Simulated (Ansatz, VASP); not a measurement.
**Zn3Cd2Se5 in VASP and in Ansatz**

Contents of INCAR:

```
SYSTEM = Zn3Cd2Se5
  PREC = Accurate
  ENCUT = 520
  EDIFF = 1E-7
  ISMEAR = 0
  SIGMA = 0.1
  LREAL = .FALSE.
  LASPH = .TRUE.
  NELM = 100
  ALGO = Normal
  ISIF = 2
  LWAVE = .FALSE.
  LCHARG = .FALSE.
  GGA = PE
  NBANDS = 56
```

The input KPOINTS:

```
Automatic mesh
0
G
  4 4 4
  0 0 0
```

Contents of POSCAR:

```
Zn3Cd2Se5
1.0
    0.0000000000     -4.1680082000      0.0000000000
    4.1680082000      0.0000000000      0.0000000000
   -2.0840041000      2.0840041000     14.9051386000
Zn Cd Se
3 2 5
Direct
    0.2034710000      0.2034710000      0.4069420000
    0.7965290000      0.7965290000      0.5930580000
    0.0000000000      0.0000000000      0.0000000000
    0.6017730000      0.6017730000      0.2035460000
    0.3982270000      0.3982270000      0.7964540000
    0.2500000000      0.7500000000      0.5000000000
    0.8426900000      0.3426900000      0.6853800000
    0.4537940000      0.9537940000      0.9075880000
    0.0462060000      0.5462060000      0.0924120000
    0.6573100000      0.1573100000      0.3146200000
```

Input for Ansatz:

```yaml
crystal:
  lattice:
    - [0.0, -4.1680082, 0.0]
    - [4.1680082, 0.0, 0.0]
    - [-2.0840041, 2.0840041, 14.9051386]
  atoms:
    - { symbol: Zn, position: [0.203471, 0.203471, 0.406942] }
    - { symbol: Zn, position: [0.796529, 0.796529, 0.593058] }
    - { symbol: Zn, position: [0.0, 0.0, 0.0] }
    - { symbol: Cd, position: [0.601773, 0.601773, 0.203546] }
    - { symbol: Cd, position: [0.398227, 0.398227, 0.796454] }
    - { symbol: Se, position: [0.25, 0.75, 0.5] }
    - { symbol: Se, position: [0.84269, 0.34269, 0.68538] }
    - { symbol: Se, position: [0.453794, 0.953794, 0.907588] }
    - { symbol: Se, position: [0.046206, 0.546206, 0.092412] }
    - { symbol: Se, position: [0.65731, 0.15731, 0.31462] }
basis:
  ecutwfc: 420
kpoints:
  mp_grid: { grid: [4, 4, 4] }
hamiltonian:
  xc: pbe
scf:
  occupations: { method: gaussian, width: 0.1 }
  lower_state_search: "off"
output:
  forces: true
  stress: true
  eigenvalues: true
```

Alike in both runs: task single point; functional PBE; k mesh 4 × 4 × 4; occupations gaussian, width 0.1 eV; no spin polarisation.

|  | VASP | Ansatz |
| --- | --- | --- |
| version | VASP 6.6.1 | Ansatz 0.2.0 |
| potentials or method | VASP PAW PBE potentials, release 64 (Zn, Cd, Se), cutoff 520 eV | scalar-relativistic, plane waves, PAW |
| valence electrons in the cell | 90 | 156 |

Ansatz gave:

| Property | Result |
| --- | --- |
| gap on the k mesh at the Fermi level (eV) | 0.76 |
| least direct gap on the mesh (eV) | 0.76 |
| pressure (GPa) | 0.1 |
| traceless stress, the component that is largest in VASP (GPa) | -0.17 |
| rms of the force components (eV/Å) | 0.001 |

**Question.** Which values does VASP return?

**Answer.** gap on the k mesh at the Fermi level (eV): 0.76; least direct gap on the mesh (eV): 0.76; pressure (GPa): 0.3; traceless stress, the component that is largest in VASP (GPa): -0.16; rms of the force components (eV/Å): 0.006.

Atom by atom the forces differ by 0.006 eV/Å (rms over components). VASP's potentials hold 90 valence electrons a cell and Ansatz's 156, so a difference there can come from the potentials and not from the codes.
